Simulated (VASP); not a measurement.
InO, 4 atoms in the cell. The cell holds a slab with vacuum, 4 atoms: a = 3.454 Å, b = 3.454 Å, c = 14.607 Å, α = 90.00°, β = 90.00°, γ = 120.00°.  This cell differs from its parent crystal: strain +0.000 along x and y, -0.080 along z.

```yaml
Program: VASP 6.6.1
Task: single point
Functional: PBE
Potentials_or_basis: VASP PAW PBE potentials, release 64 (In_d, O)
Cutoff: 520 eV
k_mesh: 12 × 12 × 2
Occupations: gaussian, width 0.03 eV
Spin: no spin polarisation
Dipole_correction: no
Further_INCAR_settings: ALGO = Normal; EDIFF = 1e-06; NBANDS = 27
```

Potentials or basis: VASP PAW PBE potentials, release 64 (In_d, O).

Command:

```console
$ cat potpaw_PBE.64/In_d/POTCAR potpaw_PBE.64/O/POTCAR > POTCAR
$ mpirun -np 1 vasp_std > vasp.out
```

Hardware: 1 thread of Intel(R) Xeon(R) 6975P-C (Granite Rapids), with other jobs on the host.

Estimate the wall time of this run.

It took 100 s on 1 thread of Intel(R) Xeon(R) 6975P-C (Granite Rapids) (shared host), peak memory 0.34 GiB. Counts: scf iterations 20, k points 38.
